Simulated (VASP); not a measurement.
# Pt (P6/mmm) in VASP: single point with PBE

Aim: the single point of Pt with PBE.

All numbers are computed with VASP 6.6.1; they aren't measurements. Logs are shortened: lines on timing, memory, paths and dates and some standing lists are left out, and cuts for length are marked.

### Step 1. The cell of the first run

It takes space group P6/mmm (No. 191, hexagonal). Conventional cell: a = 2.293 Å, b = 2.293 Å, c = 2.218 Å, α = 90.00°, β = 90.00°, γ = 120.00°. Within 2.9 Å of Pt (site symmetry 6/mmm) lie 8 Pt at 2.22 to 2.29 Å.

This isn't the form of Pt at room conditions, which is fcc.

### Step 2. Single point, PBE

INCAR reads:

```
PREC = Accurate
ENCUT = 570
EDIFF = 1E-6
ISMEAR = -1
SIGMA = 0.08
LREAL = False
LASPH = True
NELM = 120
ALGO = Normal
ISIF = 2
LWAVE = False
LCHARG = False
GGA = PE
NBANDS = 15
GGA_COMPAT = False
```

KPOINTS reads:

```
regular mesh
0
Gamma
  16 16 15
```

POSCAR reads:

```
Pt
1.0
    2.2934780562      0.0000000000      0.0000000000
   -1.1467390281      1.9862102597      0.0000000000
    0.0000000000      0.0000000000      2.2176488619
Pt
1
Direct
    0.0000000000      0.0000000000      0.0000000000
```

Potentials or basis: VASP PAW PBE potentials, release 64 (Pt_sv_GW).

On the command line:

```
cat potpaw_PBE.64/Pt_sv_GW/POTCAR > POTCAR
mpirun -np 1 vasp_std > vasp.out
```

OUTCAR:

```text
PREC = Accurate
   ENCUT = 570
   EDIFF = 1E-6
   ISMEAR = -1
   LREAL = False
   LASPH = True
   NELM = 120
   ISIF = 2
   GGA = PE

 ion  position               nearest neighbor table
   1  0.000  0.000  0.000-

  LATTYP: Found a hexagonal cell.
 ALAT       =     2.2934780562
 C/A-ratio  =     0.9669370308

  Lattice vectors:

 A1 = (   2.2934780562,   0.0000000000,   0.0000000000)
 A2 = (  -1.1467390281,   1.9862102597,   0.0000000000)
 A3 = (   0.0000000000,   0.0000000000,   2.2176488619)

Analysis of symmetry for initial positions (statically):
=====================================================================
 Subroutine PRICEL returns:
 Original cell was already a primitive cell.

 Routine SETGRP: Setting up the symmetry group for a
 hexagonal supercell.

 Subroutine GETGRP returns: Found 24 space group operations
 (whereof 24 operations were pure point group operations)
 out of a pool of 24 trial point group operations.

The static configuration has the point symmetry D_6h.

Analysis of symmetry for dynamics (positions and initial velocities):
=====================================================================
 Subroutine PRICEL returns:
 Original cell was already a primitive cell.

 Routine SETGRP: Setting up the symmetry group for a
 hexagonal supercell.

 Subroutine GETGRP returns: Found 24 space group operations
 (whereof 24 operations were pure point group operations)
 out of a pool of 24 trial point group operations.

The dynamic configuration has the point symmetry D_6h.

 Subroutine INISYM returns: Found 24 space group operations
 (whereof 24 operations are pure point group operations),
 and found     1 'primitive' translations

----------------------------------------------------------------------------------------

                                     Primitive cell

  volume of cell :      10.1021

  direct lattice vectors                    reciprocal lattice vectors
     2.293478056  0.000000000  0.000000000     0.436018996  0.251735685  0.000000000
    -1.146739028  1.986210260  0.000000000     0.000000000  0.503471370  0.000000000
     0.000000000  0.000000000  2.217648862     0.000000000  0.000000000  0.450928015

  length of vectors
     2.293478056  2.293478056  2.217648862     0.503471370  0.503471370  0.450928015

  position of ions in fractional coordinates (direct lattice)
     0.000000000  0.000000000  0.000000000

  ion indices of the primitive-cell ions
   primitive index   ion index
                 1           1

----------------------------------------------------------------------------------------

 KPOINTS: regular mesh

Automatic generation of k-mesh.
 Grid dimensions read from file:
 generate k-points for:   16   16   15

 Generating k-lattice:

  Cartesian coordinates                     Fractional coordinates (reciprocal lattice)
     0.027251187  0.015733480  0.000000000     0.062500000 -0.000000000  0.000000000
     0.000000000  0.031466961  0.000000000     0.000000000  0.062500000  0.000000000
     0.000000000  0.000000000  0.030061868     0.000000000  0.000000000  0.066666667

  Length of vectors
     0.031466961  0.031466961  0.030061868

  Shift w.r.t. Gamma in fractional coordinates (k-lattice)
     0.000000000  0.000000000  0.000000000

 Subroutine IBZKPT returns following result:
 ===========================================

 Found    240 irreducible k-points:

 Following reciprocal coordinates:
            Coordinates               Weight
  0.000000  0.000000  0.000000      1.000000
  0.062500 -0.000000  0.000000      6.000000
  0.125000 -0.000000  0.000000      6.000000
  0.187500 -0.000000  0.000000      6.000000
  0.250000 -0.000000  0.000000      6.000000
  0.312500 -0.000000  0.000000      6.000000
[... 16 lines left out ...]
  0.187500  0.187500  0.000000      6.000000
  0.250000  0.187500  0.000000     12.000000
 [... further k-points ...]
   k-points           NKPTS =    240   k-points in BZ     NKDIM =    240   number of bands    NBANDS=     15
   number of dos      NEDOS =    301   number of ions     NIONS =      1
   total plane-waves  NPLWV =   5832
   dimension x,y,z NGX =    18 NGY =   18 NGZ =   18
   dimension x,y,z NGXF=    36 NGYF=   36 NGZF=   36
   ions per type =               1
   NGX,Y,Z   is equivalent  to a cutoff of  13.05, 13.05, 13.49 a.u.
   NGXF,Y,Z  is equivalent  to a cutoff of  26.10, 26.10, 26.99 a.u.
 SYSTEM =  unknown system
   PREC   = accura    normal or accurate (medium, high low for compatibility)
   ISTART =      0    job   : 0-new  1-cont  2-samecut
   ICHARG =      2    charge: 1-file 2-atom 10-const
   ISPIN  =      1    spin polarized calculation?
   LNONCOLLINEAR =      F non collinear calculations
   LSORBIT =      F    spin-orbit coupling
   LASPH  =      T    aspherical Exc in radial PAW
   ENCUT  =  570.0 eV  41.89 Ry    6.47 a.u.   4.46  4.46  4.32*2*pi/ulx,y,z
   NELM   =    120;   NELMIN=  2; NELMDL= -5     # of ELM steps
   EDIFF  = 0.1E-05   stopping-criterion for ELM
   LREAL  =      F    real-space projection
   EDIFFG = 0.1E-04   stopping-criterion for IOM
   NSW    =      0    number of steps for IOM
   IBRION =     -1    ionic relax: 0-MD 1-quasi-New 2-CG
   NFREE  =      0    steps in history (QN), initial steepest desc. (CG)
   ISIF   =      2    stress and relaxation
   ISYM   =      2    0-nonsym 1-usesym 2-fastsym
   POTIM  = 0.5000    time-step for ionic-motion
   TEBEG  =    0.0;   TEEND  =   0.0 temperature during run
   PSTRESS=    0.0 pullay stress
   NELECT =      18.0000    total number of electrons
   NUPDOWN=      -1.0000    fix difference up-down
   EMIN   =  10.00;   EMAX   =-10.00  energy-range for DOS
   EFERMI =   0.00;   METHOD = LEGACY
   ISMEAR =    -1;   SIGMA  =   0.08  broadening in eV -4-tet -1-fermi 0-gaus
   EFERMI_NEDOS =   21; number of points for ismear=-14 and -15
   IALGO  =     38    algorithm
   IMIX   =      4    mixing-type and parameters
     AMIX     =   0.40;   BMIX     =  1.00
     AMIX_MAG =   1.60;   BMIX_MAG =  1.00
  volume/ion in A,a.u.               =      10.10        68.17
  Fermi-wavevector in a.u.,A,eV,Ry     =   1.984700  3.750539 53.593796  3.939033
  Thomas-Fermi vector in A             =   3.004009
   LORBIT       =      0    0 simple, 1 ext, 2 COOP (PROOUT), +10 PAW based schemes
   GGA     = PE    functional components
   LHFCALC =     F    Hartree Fock is set to
   AEXX    =    0.0000 exact exchange contribution
   IVDW    =     0    specifies the selected vdW correction
   LEPSILON=     F    determine dielectric tensor
   LRPA    =     F    only Hartree local field effects (RPA)
 non-spin polarized calculation
  energy-cutoff  :      570.00
  volume of cell :       10.10
 maximum number of plane-waves:       332
 NGX is ok and might be reduce to    18
   NGX =  9   NGY =  9   NGZ =  9

 number of electron      18.0000001 magnetization

 Free energy of the ion-electron system (eV)
  ---------------------------------------------------
  ext. energy  EPLUGINS =         0.00000000
  ---------------------------------------------------
  free energy    TOTEN  =        -0.71139936 eV

  energy without entropy =       -0.70082914  energy(sigma->0) =       -0.70611425

 E-fermi :  19.6729     XC(G=0): -16.7854

 val. band max:       19.6604488148   @ k =   0.1250   0.0625   0.4000
 cond. band min:      19.6816302843   @ k =   0.3750   0.0625   0.3333
 fundamental gap:      0.0211814695
 Fermi energy:        19.6728780035

 k-point     1 :       0.0000    0.0000    0.0000
  band No.  band energies     occupation
      1     -81.0759      2.00000
      2     -34.2487      2.00000
      3     -34.2487      2.00000
      4     -34.1651      2.00000
      5       4.6299      2.00000
      6       7.5496      2.00000
      7      12.5215      2.00000
      8      12.5215      2.00000
      9      20.7424      0.00000
     10      20.7424      0.00000
     11      32.8732      0.00000
     12      36.4123      0.00000
     13      44.8804      0.00000
     14      44.8804      0.00000
     15      48.5779      0.00000

 k-point     2 :       0.0625   -0.0000    0.0000
  band No.  band energies     occupation
      1     -81.0651      2.00000
      2     -34.3543      2.00000
      3     -34.2722      2.00000
      4     -34.1538      2.00000
      5       4.8951      2.00000
      6       7.6581      2.00000
      7      12.2952      2.00000
      8      12.7576      2.00000
      9      20.4114      0.00020
     10      20.6895      0.00001
     11      33.4534      0.00000
     12      36.9487      0.00000
     13      43.2558      0.00000
     14      44.4542      0.00000
     15      49.7320      0.00000

 k-point     3 :       0.1250   -0.0000    0.0000
  band No.  band energies     occupation
      1     -81.0334      2.00000
      2     -34.6493      2.00000
      3     -34.3386      2.00000
      4     -34.1210      2.00000
      5       5.6140      2.00000
      6       7.9763      2.00000
      7      11.7690      2.00000
      8      13.4542      2.00000
      9      19.5587      1.61278
     10      20.5410      0.00004
     11      35.0318      0.00000
     12      38.3866      0.00000
     13      40.6203      0.00000
     14      43.3860      0.00000
     15      50.3538      0.00000
[... 343 lines left out ...]
 k-point    23 :       0.1875    0.1875    0.0000
  band No.  band energies     occupation
      1     -80.8588      2.00000
      2     -35.9645      2.00000
      3     -34.8959      2.00000
      4     -33.9411      2.00000
      5       8.6604      2.00000
      6       9.8941      2.00000
      7      10.5177      2.00000
      8      16.5464      2.00000
      9      19.2128      1.99366
     10      19.4290      1.90944
     11      33.4952      0.00000
     12      35.4424      0.00000
     13      43.1350      0.00000
     14      45.6956      0.00000
     15      46.0243      0.00000

 k-point    24 :       0.2500    0.1875    0.0000
  band No.  band energies     occupation
      1     -80.8135      2.00000
      2     -36.2218      2.00000
      3     -35.0993      2.00000
      4     -33.8946      2.00000
      5       9.1626      2.00000
      6       9.5022      2.00000
      7      11.9158      2.00000
      8      16.0578      2.00000
      9      18.7300      1.99998
     10      21.5528      0.00000
     11      31.6333      0.00000
     12      33.8746      0.00000
     13      40.9800      0.00000
     14      47.3850      0.00000
     15      48.6103      0.00000

 [... further k-points ...]
[... 5 lines left out ...]
  --------------------------------------------------------------------------------------
  -------------------------------------------------------------------------------------
  Total       26.1083841     26.1083841     26.1112553     -0.0000000      0.0000000      0.0000000
  in kB     4140.7402169   4140.7402169   4141.1955712     -0.0000000      0.0000000      0.0000000
  external PRESSURE =    4140.8920017 kB  Pullay stress =       0.0000000 kB

 VOLUME and BASIS-vectors are now :
 -----------------------------------------------------------------------------
  energy-cutoff  :      570.00
  volume of cell :       10.10
      direct lattice vectors                 reciprocal lattice vectors
     2.293478056  0.000000000  0.000000000     0.436018996  0.251735685  0.000000000
    -1.146739028  1.986210260  0.000000000     0.000000000  0.503471370  0.000000000
     0.000000000  0.000000000  2.217648862     0.000000000  0.000000000  0.450928015

 POSITION                                       TOTAL-FORCE (eV/Angst)
 -----------------------------------------------------------------------------------
      0.00000      0.00000      0.00000         0.000000      0.000000      0.000000
 -----------------------------------------------------------------------------------
    total drift:                               -0.000000      0.000000     -0.000000

  FREE ENERGIE OF THE ION-ELECTRON SYSTEM (eV)
  ---------------------------------------------------
  free  energy   TOTEN  =        -0.7113993636 eV

  energy  without entropy=       -0.7008291394  energy(sigma->0) =       -0.70611425
```

Wall time 18 s (1 thread of AMD EPYC 9R45 (Zen 5), shared host); peak memory 0.13 GiB.

Results:

```
Free energy            : -0.7114 eV
Pressure               : 414.1 GPa
Band gap on the k mesh : zero (bands 9 and 10 overlap by 7.02 eV)
```

Levels at points of the mesh, in eV from the Fermi level:
```tsv
k point	band 5	band 6	band 7	band 8	band 9	band 10	band 11	band 12	band 13	band 14
(0.00, 0.00, 0.00)	-15.04	-12.12	-7.15	-7.15	1.07	1.07	13.20	16.74	25.21	25.21
(0.50, 0.00, 0.00)	-13.13	-9.95	-4.67	-1.68	-0.20	1.89	10.57	15.48	17.94	24.10
```

Caveat: the cell stands under pressure; spin-orbit coupling is left out, which moves the levels of the heavy elements.

The gap in the log of VASP goes by the Fermi energy; the results here count the filled bands.